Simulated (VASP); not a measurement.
# CsSnBr3 (Pm-3m) in VASP: notebook

CsSnBr3 is run at these levels: r2SCAN, PBEsol, LDA; tasks: single point, relaxation of cell and atoms.

All numbers are computed with VASP 6.6.1; they aren't measurements. Logs are shortened: lines on timing, memory, paths and dates and some standing lists are left out, and cuts for length are marked.

**1. The cell of the first run**

The structure is cubic, space group Pm-3m (No. 221). Conventional cell: a = 5.841 Å, b = 5.841 Å, c = 5.841 Å, α = 90.00°, β = 90.00°, γ = 90.00°. Cs (site symmetry m-3m) has 12 Br at 4.13 Å and 8 Sn at 5.06 Å within 5.4 Å. Sn (site symmetry m-3m) has 6 Br at 2.92 Å within 3.8 Å. Within 3.8 Å of Br (site symmetry 4/mmm) lie 2 Sn at 2.92 Å.

**2. Single point, r2SCAN**

The input, POSCAR:

```
CsSnBr3
1.0
    5.8411484913      0.0000000000      0.0000000000
    0.0000000000      5.8411484913      0.0000000000
    0.0000000000      0.0000000000      5.8411484913
Cs Sn Br
1 1 3
Direct
    0.0000000000      0.0000000000      0.0000000000
    0.5000000000      0.5000000000      0.5000000000
    0.5000000000      0.5000000000      0.0000000000
    0.5000000000      0.0000000000      0.5000000000
    0.0000000000      0.5000000000      0.5000000000
```

The input, INCAR.step1:

```
SYSTEM = CsSnBr3
ALGO = Normal ; EDIFF = 1E-5
ENCUT = 550 ; GGA = PE
GGA_COMPAT = .False. ; ISMEAR = 0
LASPH = .True. ; LCHARG = .False.
LREAL = .False. ; LWAVE = .True.
NBANDS = 30 ; NELM = 120
PREC = Accurate ; SIGMA = 0.01
```

The input, INCAR.step2:

```
SYSTEM = CsSnBr3
ALGO = Normal ; EDIFF = 1E-6
ENCUT = 550 ; GGA_COMPAT = .False.
ISIF = 2 ; ISMEAR = 0
ISTART = 1 ; LASPH = .True.
LCHARG = .True. ; LELF = .True.
LMIXTAU = .True. ; LREAL = .False.
LVHAR = .True. ; LWAVE = .False.
METAGGA = R2SCAN ; NBANDS = 30
NELM = 120 ; PREC = Accurate
SIGMA = 0.01
```

The input, KPOINTS:

```
k-points
0
Gamma
  4 4 4
  0 0 0
```

Potentials or basis: VASP PAW PBE potentials, release 64 (Cs_sv, Sn_d, Br).

The run is started by

```sh
$ cat potpaw_PBE.64/Cs_sv/POTCAR potpaw_PBE.64/Sn_d/POTCAR potpaw_PBE.64/Br/POTCAR > POTCAR
$ cp INCAR.step1 INCAR
$ mpirun -np 1 vasp_std > vasp.out
$ cp INCAR.step2 INCAR
$ mpirun -np 1 vasp_std > vasp.out
```

OUTCAR:

```text
SYSTEM = CsSnBr3
   EDIFF = 1E-6
   ENCUT = 550
   ISIF = 2
   ISMEAR = 0
   ISTART = 1
   LASPH = .True.
   LREAL = .False.
   METAGGA = R2SCAN
   NELM = 120
   PREC = Accurate

 ion  position               nearest neighbor table
   1  0.000  0.000  0.000-
   2  0.500  0.500  0.500-   3 2.92   4 2.92   5 2.92   3 2.92   4 2.92   5 2.92
   3  0.500  0.500  0.000-   2 2.92   2 2.92
   4  0.500  0.000  0.500-   2 2.92   2 2.92
   5  0.000  0.500  0.500-   2 2.92   2 2.92

  LATTYP: Found a simple cubic cell.
 ALAT       =     5.8411484913

  Lattice vectors:

 A1 = (   5.8411484913,   0.0000000000,   0.0000000000)
 A2 = (   0.0000000000,   5.8411484913,   0.0000000000)
 A3 = (   0.0000000000,   0.0000000000,   5.8411484913)

Analysis of symmetry for initial positions (statically):
=====================================================================
 Subroutine PRICEL returns:
 Original cell was already a primitive cell.

 Routine SETGRP: Setting up the symmetry group for a
 simple cubic supercell.

 Subroutine GETGRP returns: Found 48 space group operations
 (whereof 48 operations were pure point group operations)
 out of a pool of 48 trial point group operations.

The static configuration has the point symmetry O_h .

Analysis of symmetry for dynamics (positions and initial velocities):
=====================================================================
 Subroutine PRICEL returns:
 Original cell was already a primitive cell.

 Routine SETGRP: Setting up the symmetry group for a
 simple cubic supercell.

 Subroutine GETGRP returns: Found 48 space group operations
 (whereof 48 operations were pure point group operations)
 out of a pool of 48 trial point group operations.

The dynamic configuration has the point symmetry O_h .

 Subroutine INISYM returns: Found 48 space group operations
 (whereof 48 operations are pure point group operations),
 and found     1 'primitive' translations

----------------------------------------------------------------------------------------

                                     Primitive cell

  volume of cell :     199.2942

  direct lattice vectors                    reciprocal lattice vectors
     5.841148491  0.000000000  0.000000000     0.171199209  0.000000000  0.000000000
     0.000000000  5.841148491  0.000000000     0.000000000  0.171199209  0.000000000
     0.000000000  0.000000000  5.841148491     0.000000000  0.000000000  0.171199209

  length of vectors
     5.841148491  5.841148491  5.841148491     0.171199209  0.171199209  0.171199209

  position of ions in fractional coordinates (direct lattice)
     0.000000000  0.000000000  0.000000000
     0.500000000  0.500000000  0.500000000
     0.500000000  0.500000000  0.000000000
     0.500000000  0.000000000  0.500000000
     0.000000000  0.500000000  0.500000000

  ion indices of the primitive-cell ions
   primitive index   ion index
                 1           1
                 2           2
                 3           3
                 4           4
                 5           5

----------------------------------------------------------------------------------------

 KPOINTS: k-points

Automatic generation of k-mesh.
 Grid dimensions read from file:
 generate k-points for:    4    4    4

 Generating k-lattice:

  Cartesian coordinates                     Fractional coordinates (reciprocal lattice)
     0.042799802  0.000000000  0.000000000     0.250000000  0.000000000  0.000000000
     0.000000000  0.042799802  0.000000000     0.000000000  0.250000000  0.000000000
     0.000000000  0.000000000  0.042799802     0.000000000  0.000000000  0.250000000

  Length of vectors
     0.042799802  0.042799802  0.042799802

  Shift w.r.t. Gamma in fractional coordinates (k-lattice)
     0.000000000  0.000000000  0.000000000

 Subroutine IBZKPT returns following result:
 ===========================================

 Found     10 irreducible k-points:

 Following reciprocal coordinates:
            Coordinates               Weight
  0.000000  0.000000  0.000000      1.000000
  0.250000  0.000000  0.000000      6.000000
  0.500000  0.000000  0.000000      3.000000
  0.250000  0.250000  0.000000     12.000000
  0.500000  0.250000  0.000000     12.000000
  0.500000  0.500000  0.000000      3.000000
  0.250000  0.250000  0.250000      8.000000
  0.500000  0.250000  0.250000     12.000000
  0.500000  0.500000  0.250000      6.000000
  0.500000  0.500000  0.500000      1.000000
   k-points           NKPTS =     10   k-points in BZ     NKDIM =     10   number of bands    NBANDS=     30
   number of dos      NEDOS =    301   number of ions     NIONS =      5
   total plane-waves  NPLWV = 110592
   dimension x,y,z NGX =    48 NGY =   48 NGZ =   48
   dimension x,y,z NGXF=    96 NGYF=   96 NGZF=   96
   ions per type =               1   1   3
   NGX,Y,Z   is equivalent  to a cutoff of  13.66, 13.66, 13.66 a.u.
   NGXF,Y,Z  is equivalent  to a cutoff of  27.32, 27.32, 27.32 a.u.
[... 31 lines left out ...]
  volume/ion in A,a.u.               =      39.86       268.98
  Fermi-wavevector in a.u.,A,eV,Ry     =   0.989451  1.869791 13.320275  0.979013
  Thomas-Fermi vector in A             =   2.121050
   LORBIT       =      0    0 simple, 1 ext, 2 COOP (PROOUT), +10 PAW based schemes
   METAGGA = R2SCAN    functional components
   LHFCALC =     F    Hartree Fock is set to
   AEXX    =    0.0000 exact exchange contribution
   IVDW    =     0    specifies the selected vdW correction
   LEPSILON=     F    determine dielectric tensor
   LRPA    =     F    only Hartree local field effects (RPA)
 non-spin polarized calculation
 Gauss-broadening in eV      SIGMA  =   0.01
  energy-cutoff  :      550.00
  volume of cell :      199.29
 maximum number of plane-waves:      5904
 NGX is ok and might be reduce to    48
   NGX = 23   NGY = 23   NGZ = 23

 number of electron      44.0000007 magnetization

 Free energy of the ion-electron system (eV)
  ---------------------------------------------------
  ext. energy  EPLUGINS =         0.00000000
  ---------------------------------------------------
  free energy    TOTEN  =       -96.27857502 eV

  energy without entropy =      -96.27857502  energy(sigma->0) =      -96.27857502

 E-fermi :   2.1027     XC(G=0):  -8.0667

 val. band max:        2.0599400133   @ k =   0.5000   0.5000   0.5000
 cond. band min:       2.7482030743   @ k =   0.5000   0.5000   0.5000
 fundamental gap:      0.6882630610
 Fermi energy:         2.1027396165

 k-point     1 :       0.0000    0.0000    0.0000
  band No.  band energies     occupation
      1     -20.9777      2.00000
      2     -20.9413      2.00000
      3     -20.9413      2.00000
      4     -20.9068      2.00000
      5     -20.9068      2.00000
      6     -20.9068      2.00000
[... 22 lines left out ...]
     29       7.2839      0.00000
     30       7.2839      0.00000

 k-point     2 :       0.2500    0.0000    0.0000
  band No.  band energies     occupation
      1     -20.9770      2.00000
      2     -20.9413      2.00000
      3     -20.9379      2.00000
      4     -20.9070      2.00000
      5     -20.9070      2.00000
      6     -20.9068      2.00000
[... 22 lines left out ...]
     29       6.5987      0.00000
     30       7.3536      0.00000

 k-point     3 :       0.5000    0.0000    0.0000
  band No.  band energies     occupation
      1     -20.9764      2.00000
      2     -20.9413      2.00000
      3     -20.9345      2.00000
      4     -20.9071      2.00000
      5     -20.9071      2.00000
      6     -20.9068      2.00000
[... 22 lines left out ...]
     29       7.0266      0.00000
     30       7.5744      0.00000

 k-point     4 :       0.2500    0.2500    0.0000
  band No.  band energies     occupation
      1     -20.9765      2.00000
      2     -20.9396      2.00000
      3     -20.9362      2.00000
      4     -20.9070      2.00000
      5     -20.9070      2.00000
      6     -20.9070      2.00000
[... 154 lines left out ...]
     29       7.3562      0.00000
     30       7.4459      0.00000

 k-point     9 :       0.5000    0.5000    0.2500
  band No.  band energies     occupation
      1     -20.9750      2.00000
      2     -20.9344      2.00000
      3     -20.9310      2.00000
      4     -20.9072      2.00000
      5     -20.9072      2.00000
      6     -20.9072      2.00000
[... 22 lines left out ...]
     29       7.0278      0.00000
     30       7.5703      0.00000

 k-point    10 :       0.5000    0.5000    0.5000
  band No.  band energies     occupation
      1     -20.9744      2.00000
      2     -20.9310      2.00000
      3     -20.9310      2.00000
      4     -20.9073      2.00000
      5     -20.9073      2.00000
      6     -20.9073      2.00000
[... 22 lines left out ...]
     29       6.7407      0.00000
     30       8.0482      0.00000

------------------------ aborting loop because EDIFF is reached ----------------------------------------

  FORCE on cell =-STRESS in cart. coord.  units (eV):
  Direction    XX          YY          ZZ          XY          YZ          ZX
  --------------------------------------------------------------------------------------
  -------------------------------------------------------------------------------------
  Total        0.0215149      0.0215149      0.0215149      0.0000000     -0.0000000     -0.0000000
  in kB        0.1729637      0.1729637      0.1729637      0.0000000     -0.0000000     -0.0000000
  external PRESSURE =       0.1729637 kB  Pullay stress =       0.0000000 kB

 VOLUME and BASIS-vectors are now :
 -----------------------------------------------------------------------------
  energy-cutoff  :      550.00
  volume of cell :      199.29
      direct lattice vectors                 reciprocal lattice vectors
     5.841148491  0.000000000  0.000000000     0.171199209  0.000000000  0.000000000
     0.000000000  5.841148491  0.000000000     0.000000000  0.171199209  0.000000000
     0.000000000  0.000000000  5.841148491     0.000000000  0.000000000  0.171199209

 POSITION                                       TOTAL-FORCE (eV/Angst)
 -----------------------------------------------------------------------------------
      0.00000      0.00000      0.00000         0.000000      0.000000      0.000000
      2.92057      2.92057      2.92057         0.000000      0.000000      0.000000
      2.92057      2.92057      0.00000         0.000000      0.000000      0.000000
      2.92057      0.00000      2.92057         0.000000      0.000000      0.000000
      0.00000      2.92057      2.92057         0.000000      0.000000      0.000000
 -----------------------------------------------------------------------------------
    total drift:                                0.000000     -0.000000     -0.000000

  FREE ENERGIE OF THE ION-ELECTRON SYSTEM (eV)
  ---------------------------------------------------
  free  energy   TOTEN  =       -96.2785750240 eV

  energy  without entropy=      -96.2785750240  energy(sigma->0) =      -96.27857502
```

Run time: 2.5 min. Hardware: 1 thread of AMD EPYC 9R45 (Zen 5), shared host; peak memory 0.37 GiB.

What came out:

| Quantity | Value |
| --- | --- |
| Free energy | -96.2786 eV |
| Pressure | 0.0 GPa |
| Band gap on the k mesh | 0.69 eV, direct |

Caveat: the PAW data sets were made with another functional, which shifts forces and pressure a little; spin-orbit coupling is left out, which moves the levels of the heavy elements.

**3. Relaxation of cell and atoms, PBEsol**

This run uses another cell than the first one, of 41.23 Å³/atom, 1.034 times its volume.

The input, INCAR:

```
PREC     = Accurate       # precision mode
ENCUT    = 500            # plane-wave cutoff, eV
EDIFF    = 1E-7           # SCF threshold, eV
ISMEAR   = -1             # smearing method
SIGMA    = 0.02           # smearing width, eV
LREAL    = F              # projectors in reciprocal space
LASPH    = T              # aspherical terms in the spheres
NELM     = 120            # most SCF steps
ALGO     = Normal         # electronic algorithm
ISIF     = 3              # what is computed and relaxed
LWAVE    = F              # write WAVECAR
LCHARG   = F              # write CHGCAR
GGA      = PS             # functional
IBRION   = 2              # ionic algorithm
NSW      = 80             # ionic steps
EDIFFG   = -0.005         # ionic threshold
GGA_COMPAT= F            
NELMIN   = 4
```

The input, KPOINTS:

```
regular mesh
0
Gamma
  4 4 4
```

POSCAR, as its differences from that of step 2:

```diff
@@ -2,5 +2,5 @@
 1.0
-    5.8411484913      0.0000000000      0.0000000000
-    0.0000000000      5.8411484913      0.0000000000
-    0.0000000000      0.0000000000      5.8411484913
+    5.9073633188      0.0000000000      0.0000000000
+    0.0000000000      5.9073633188      0.0000000000
+    0.0000000000      0.0000000000      5.9073633188
 Cs Sn Br
```

Potentials or basis: VASP PAW PBE potentials, release 64 (Cs_sv, Sn_d, Br).

The run is started by

```sh
$ cat potpaw_PBE.64/Cs_sv/POTCAR potpaw_PBE.64/Sn_d/POTCAR potpaw_PBE.64/Br/POTCAR > POTCAR
$ mpirun -np 1 vasp_std > vasp.out
```

Wall time 88 s (1 thread of AMD EPYC 9R45 (Zen 5), shared host); peak memory 0.33 GiB.

It converged, with:

```
Free energy                            : -16.7508 eV
Relaxed volume                         : 38.71 Å³/atom
Relaxed cell                           : a = 5.785 Å, b = 5.785 Å, c = 5.785 Å, α = 90.00°, β = 90.00°, γ = 90.00°
Space group after relaxing (to 0.05 Å) : Pm-3m (No. 221)
Energy gained by relaxing              : 10.5 meV/atom
Ionic steps                            : 3
Pressure after relaxing                : 0.0 GPa
Band gap on the k mesh                 : 0.26 eV, direct
```

Step by step:
```csv
step,energy change (eV),largest force (eV/Å),pressure (GPa),volume (Å³)
1,0.0000,0.0000,-1.24,206.15
2,-0.0483,0.0000,-0.38,196.80
3,-0.0524,0.0000,-0.02,193.55
```

Final structure:
```cif
data_structure
_symmetry_space_group_name_H-M 'P 1'
_symmetry_Int_Tables_number 1
_cell_length_a 5.7845
_cell_length_b 5.7845
_cell_length_c 5.7845
_cell_angle_alpha 90.000
_cell_angle_beta 90.000
_cell_angle_gamma 90.000
_cell_volume 193.55
loop_
_atom_site_label
_atom_site_type_symbol
_atom_site_fract_x
_atom_site_fract_y
_atom_site_fract_z
_atom_site_occupancy
Cs1 Cs 0.00000 0.00000 0.00000 1
Sn1 Sn 0.50000 0.50000 0.50000 1
Br1 Br 0.50000 0.50000 0.00000 1
Br2 Br 0.50000 0.00000 0.50000 1
Br3 Br 0.00000 0.50000 0.50000 1
```

Levels at points of the mesh, in eV from the valence-band top:
| k point | band 20 | band 21 | band 22 | band 23 | band 24 | band 25 |
| --- | --- | --- | --- | --- | --- | --- |
| (0.00, 0.00, 0.00) | -3.07 | -3.07 | -3.07 | 1.95 | 2.99 | 2.99 |
| (0.50, 0.00, 0.00) | -3.20 | -3.20 | -2.11 | 1.32 | 3.45 | 4.05 |
| (0.50, 0.50, 0.00) | -3.50 | -2.70 | -1.03 | 0.83 | 0.83 | 3.81 |
| (0.50, 0.50, 0.50) | -2.68 | -2.68 | 0.00 | 0.26 | 0.26 | 0.26 |

Caveat: the PAW data sets were made with another functional, which shifts forces and pressure a little; spin-orbit coupling is left out, which moves the levels of the heavy elements.

**4. Relaxation of cell and atoms, LDA**

This run uses another cell than the first one, of 41.23 Å³/atom, 1.034 times its volume.

The input, INCAR:

```
SYSTEM = CsSnBr3
PREC = Accurate
ENCUT = 500
EDIFF = 1E-7
ISMEAR = -1
SIGMA = 0.02
LREAL = .False.
LASPH = .True.
NELM = 120
ALGO = Normal
ISIF = 3
LWAVE = .False.
LCHARG = .False.
GGA = CA
IBRION = 2
NSW = 80
EDIFFG = -0.005
GGA_COMPAT = .False.
NELMIN = 4
```

The input, KPOINTS:

```
Automatic mesh
0
Gamma
  4 4 4
  0 0 0
```

POSCAR is that of step 3.

Potentials or basis: VASP PAW LDA potentials, release 64 (Cs_sv, Sn_d, Br).

The run is started by

```sh
$ cat potpaw_LDA.64/Cs_sv/POTCAR potpaw_LDA.64/Sn_d/POTCAR potpaw_LDA.64/Br/POTCAR > POTCAR
$ mpirun -np 1 vasp_std > vasp.out
```

It took 86 s on 1 thread of AMD EPYC 9R45 (Zen 5), shared host; peak memory 0.26 GiB.

Results (log left out):

| Item | Value |
| --- | --- |
| Free energy | -17.8038 eV |
| Relaxed volume | 36.59 Å³/atom |
| Relaxed cell | a = 5.677 Å, b = 5.677 Å, c = 5.677 Å, α = 90.00°, β = 90.00°, γ = 90.00° |
| Space group after relaxing (to 0.05 Å) | Pm-3m (No. 221) |
| Energy gained by relaxing | 35.4 meV/atom |
| Ionic steps | 4 |
| Pressure after relaxing | 0.0 GPa |
| Band gap on the k mesh | zero (filled and empty bands touch) |

Step by step:
| step | energy change (eV) | largest force (eV/Å) | pressure (GPa) | volume (Å³) |
| --- | --- | --- | --- | --- |
| 1 | 0.0000 | 0.0000 | -2.29 | 206.15 |
| 2 | -0.1641 | 0.0000 | -0.66 | 189.08 |
| 3 | -0.1763 | 0.0000 | -0.14 | 184.22 |
| 4 | -0.1769 | 0.0000 | 0.01 | 182.95 |

Final structure:
```yaml
crystal:
  lattice:
    - [5.67687, 0.00000, 0.00000]
    - [0.00000, 5.67687, 0.00000]
    - [0.00000, 0.00000, 5.67687]
  atoms:
    - { symbol: Cs, position: [0.00000, 0.00000, 0.00000] }
    - { symbol: Sn, position: [0.50000, 0.50000, 0.50000] }
    - { symbol: Br, position: [0.50000, 0.50000, 0.00000] }
    - { symbol: Br, position: [0.50000, 0.00000, 0.50000] }
    - { symbol: Br, position: [0.00000, 0.50000, 0.50000] }
```

Levels at points of the mesh, in eV from the Fermi level:
```csv
k point,band 20,band 21,band 22,band 23,band 24,band 25
"(0.00, 0.00, 0.00)",-3.39,-3.39,-3.39,1.51,2.46,2.46
"(0.50, 0.00, 0.00)",-3.56,-3.56,-2.25,1.18,3.09,3.68
"(0.50, 0.50, 0.00)",-3.83,-2.99,-1.07,0.65,0.65,3.74
"(0.50, 0.50, 0.50)",-2.97,-2.97,0.01,0.01,0.01,0.07
```

Caveat: spin-orbit coupling is left out, which moves the levels of the heavy elements.

**5. Overview**

| task | level | potentials or basis | cell | cutoff (eV) | smearing | gap on the mesh (eV) | pressure (GPa) | relaxed volume (Å³/atom) |
| --- | --- | --- | --- | --- | --- | --- | --- | --- |
| single point | r2SCAN | VASP PAW PBE potentials, release 64 (Cs_sv, Sn_d, Br) | a = 5.841 Å, 5 atoms | 550 | gaussian 0.01 eV | 0.69 | 0.0 | - |
| relaxation of cell and atoms | PBEsol | VASP PAW PBE potentials, release 64 (Cs_sv, Sn_d, Br) | relaxed from a = 5.907 Å, 5 atoms | 500 | fermi-dirac 0.02 eV | 0.26 | 0.0 | 38.71 |
| relaxation of cell and atoms | LDA | VASP PAW LDA potentials, release 64 (Cs_sv, Sn_d, Br) | relaxed from a = 5.907 Å, 5 atoms | 500 | fermi-dirac 0.02 eV | none | 0.0 | 36.59 |

Alike in all rows: no spin polarisation; k mesh 4 × 4 × 4.

Caveats: spin-orbit coupling is left out, which moves the levels of the heavy elements; the PAW data sets were made with another functional, which shifts forces and pressure a little (some runs).

Total energies depend on the potentials used, so only differences within one code and one set of settings carry meaning.
